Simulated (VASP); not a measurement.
# HfC (Immm) in VASP: further runs, part 2 of 2

VASP 6.6.1.

### 5 Single point, PBEsol (strain +0.0937 x Voigt [0, 0, 0, 0, 1, 0])

The input, INCAR:

```
SYSTEM = HfC
PREC = Accurate ; ENCUT = 520
EDIFF = 1E-7 ; ISMEAR = 0
SIGMA = 0.15 ; LREAL = .FALSE.
LASPH = .TRUE. ; NELM = 60
ALGO = Normal ; ISIF = 2
LWAVE = .FALSE. ; LCHARG = .FALSE.
GGA = PS ; NBANDS = 14
```

The input, KPOINTS:

```
regular mesh
0
G
  18 18 18
  0 0 0
```

The input, POSCAR:

```
HfC
1.0
    0.1089262500      2.3250000000      2.3250000000
    2.4339262500      0.0000000000      2.4339262500
    2.3250000000      2.3250000000      0.1089262500
Hf C
1 1
Direct
    0.5000000000      0.5000000000      0.5000000000
    0.0000000000      0.0000000000      0.0000000000
```

Potentials or basis: VASP PAW PBE potentials, release 64 (Hf_pv, C).

On the command line:

```
> cat potpaw_PBE.64/Hf_pv/POTCAR potpaw_PBE.64/C/POTCAR > POTCAR
> mpirun -np 1 vasp_std > vasp.out
```

OUTCAR:

```text
SYSTEM = HfC
   PREC = Accurate
   ENCUT = 520
   EDIFF = 1E-7
   ISMEAR = 0
   LREAL = .FALSE.
   LASPH = .TRUE.
   NELM = 60
   ISIF = 2
   GGA = PS

 ion  position               nearest neighbor table
   1  0.500  0.500  0.500-   2 2.33   2 2.33   2 2.33   2 2.33   2 2.33   2 2.33
   2  0.000  0.000  0.000-   1 2.33   1 2.33   1 2.33   1 2.33   1 2.33   1 2.33

  LATTYP: Found a body centered orthorhombic cell.
 ALAT       =     3.1340015525
 B/A-ratio  =     1.0983056182
 C/A-ratio  =     1.4837261316

  Lattice vectors:

 A1 = (   0.1089262500,  -2.3250000000,   2.3250000000)
 A2 = (  -0.1089262500,  -2.3250000000,  -2.3250000000)
 A3 = (   2.3250000000,   2.3250000000,   0.1089262500)

Analysis of symmetry for initial positions (statically):
=====================================================================
 Subroutine PRICEL returns:
 Original cell was already a primitive cell.

 Routine SETGRP: Setting up the symmetry group for a
 body centered orthorhombic supercell.

 Subroutine GETGRP returns: Found  8 space group operations
 (whereof  8 operations were pure point group operations)
 out of a pool of  8 trial point group operations.

The static configuration has the point symmetry D_2h.

Analysis of symmetry for dynamics (positions and initial velocities):
=====================================================================
 Subroutine PRICEL returns:
 Original cell was already a primitive cell.

 Routine SETGRP: Setting up the symmetry group for a
 body centered orthorhombic supercell.

 Subroutine GETGRP returns: Found  8 space group operations
 (whereof  8 operations were pure point group operations)
 out of a pool of  8 trial point group operations.

The dynamic configuration has the point symmetry D_2h.

 Subroutine INISYM returns: Found  8 space group operations
 (whereof  8 operations are pure point group operations),
 and found     1 'primitive' translations

[... 118 lines left out ...]
   LORBIT       =      0    0 simple, 1 ext, 2 COOP (PROOUT), +10 PAW based schemes
   GGA     = PS    functional components
   LHFCALC =     F    Hartree Fock is set to
   AEXX    =    0.0000 exact exchange contribution
   IVDW    =     0    specifies the selected vdW correction
   LEPSILON=     F    determine dielectric tensor
   LRPA    =     F    only Hartree local field effects (RPA)
 non-spin polarized calculation
 Gauss-broadening in eV      SIGMA  =   0.15
  energy-cutoff  :      520.00
  volume of cell :       25.08
 maximum number of plane-waves:       704
   NGX = 13   NGY = 13   NGZ = 13

 number of electron      14.0000000 magnetization

 Free energy of the ion-electron system (eV)
  ---------------------------------------------------
  ext. energy  EPLUGINS =         0.00000000
  ---------------------------------------------------
  free energy    TOTEN  =       -22.06740250 eV

  energy without entropy =      -22.06433868  energy(sigma->0) =      -22.06587059

 E-fermi :   5.8758     XC(G=0): -12.4345

 val. band max:        5.8603242321   @ k =   0.1667  -0.0556   0.1667
 cond. band min:       5.8906111200   @ k =   0.2778   0.3333  -0.0000
 fundamental gap:      0.0302868879
 Fermi energy:         5.8757793546

 k-point     1 :       0.0000    0.0000    0.0000
  band No.  band energies     occupation
      1     -23.7062      2.00000
      2     -23.6763      2.00000
      3     -23.6238      2.00000
      4      -6.4768      2.00000
      5       6.5335      0.00000
      6       6.5766      0.00000
      7       6.8161      0.00000
      8       6.9234      0.00000
      9       7.2183      0.00000
     10       7.8855      0.00000
     11       9.2806      0.00000
     12       9.3001      0.00000
     13      12.8229      0.00000
     14      16.8639      0.00000
[... 377 lines left out ...]
      1     -24.1398      2.00000
      2     -23.7688      2.00000
      3     -23.7271      2.00000
      4      -4.4311      2.00000
      5       2.1546      2.00000
      6       3.2833      2.00000
      7       3.6903      2.00000
      8       8.7750      0.00000
      9       9.0947      0.00000
     10       9.8605      0.00000
     11      13.8300      0.00000
     12      15.0605      0.00000
     13      15.4302      0.00000
     14      19.5888      0.00000

 [... further k-points ...]
[... 5 lines left out ...]
  --------------------------------------------------------------------------------------
  -------------------------------------------------------------------------------------
  Total       -0.9586006     -1.1267019     -0.9586006     -0.0000000      0.0000000     -2.4683526
  in kB      -61.2355606    -71.9739014    -61.2355606     -0.0000000      0.0000000   -157.6787655
  external PRESSURE =     -64.8150076 kB  Pullay stress =       0.0000000 kB

 VOLUME and BASIS-vectors are now :
 -----------------------------------------------------------------------------
  energy-cutoff  :      520.00
  volume of cell :       25.08
      direct lattice vectors                 reciprocal lattice vectors
     0.108926250  2.325000000  2.325000000    -0.225624260  0.215053763  0.225624260
     2.433926250  0.000000000  2.433926250     0.205429396 -0.215053763  0.205429396
     2.325000000  2.325000000  0.108926250     0.225624260  0.215053763 -0.225624260

 POSITION                                       TOTAL-FORCE (eV/Angst)
 -----------------------------------------------------------------------------------
      2.43393      2.32500      2.43393         0.000000      0.000000     -0.000000
      0.00000      0.00000      0.00000         0.000000      0.000000      0.000000
 -----------------------------------------------------------------------------------
    total drift:                                0.000000     -0.000000      0.000000

  FREE ENERGIE OF THE ION-ELECTRON SYSTEM (eV)
  ---------------------------------------------------
  free  energy   TOTEN  =       -22.0674025037 eV

  energy  without entropy=      -22.0643386766  energy(sigma->0) =      -22.06587059
```

It took 3.9 min on 1 thread of Intel Xeon Platinum 8259CL at 2.50GHz (Skylake/Cascade Lake), shared host; peak memory 0.42 GiB.

What came out:

- Free energy: -22.0674 eV
- Pressure: -6.5 GPa
- Band gap on the k mesh: zero (band 7 reaches 6.83 eV, above the bottom of band 8 at 5.52 eV)

Caveat: the cell differs from its parent crystal (strain +0.0937 x Voigt [0, 0, 0, 0, 1, 0]); the PAW data sets were made with another functional, which shifts forces and pressure a little; spin-orbit coupling is left out, which moves the levels of the heavy elements.

### 6 The runs side by side

| cell | gap on the mesh (eV) | pressure (GPa) |
| --- | --- | --- |
| a = 3.293, b = 3.041 Å, angles 62.5, 64.9, 62.5°, 2 atoms | none | -5.6 |
| a = 3.292, b = 3.504 Å, angles 57.8, 55.6, 57.8°, 2 atoms | none | -6.0 |
| a = 3.291, b = 3.473 Å, angles 58.1, 56.3, 58.1°, 2 atoms | none | -6.2 |
| a = 3.290, b = 3.442 Å, angles 58.5, 56.9, 58.5°, 2 atoms | none | -6.5 |

Alike in all rows: task single point; level PBEsol; potentials or basis VASP PAW PBE potentials, release 64 (Hf_pv, C); no spin polarisation; k mesh 18 × 18 × 18; cutoff (eV) 520; smearing gaussian 0.15 eV.

Caveats: the PAW data sets were made with another functional, which shifts forces and pressure a little; spin-orbit coupling is left out, which moves the levels of the heavy elements.

Absolute energies hang on the potentials; compare differences alone.
